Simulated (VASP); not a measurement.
Ga, 2 atoms in the cell. It takes space group P6_3/mmc (No. 194, hexagonal). Conventional cell: a = 2.950 Å, b = 2.950 Å, c = 4.768 Å, α = 90.00°, β = 90.00°, γ = 120.00°. Ga (site symmetry -6m2) has 12 Ga at 2.93 to 2.95 Å within 3.9 Å.  This cell differs from its parent crystal: volume scaled by 0.9405.

| Quantity | Value |
| --- | --- |
| Program | VASP 6.6.1 |
| Task | single point |
| Functional | PBE |
| Potentials or basis | VASP PAW PBE potentials, release 64 (Ga_d) |
| Cutoff | 520 eV |
| k mesh | 18 × 18 × 10 |
| Occupations | fermi-dirac, width 0.05 eV |
| Spin | no spin polarisation |
| Dipole correction | no |
| Further INCAR settings | ALGO = Normal; EDIFF = 1e-07; NBANDS = 20 |

Potentials or basis: VASP PAW PBE potentials, release 64 (Ga_d).

Command:

```sh
$ cat potpaw_PBE.64/Ga_d/POTCAR > POTCAR
$ mpirun -np 1 vasp_std > vasp.out
```

Hardware: 1 thread of AMD EPYC 9R45 96-Core Processor (Zen 5) (shared host).

Question: Estimate the wall time of this run.

Answer: It took 69 s on 1 thread of AMD EPYC 9R45 96-Core Processor (Zen 5) (shared host), peak memory 0.22 GiB. Counts: scf iterations 12, k points 222.
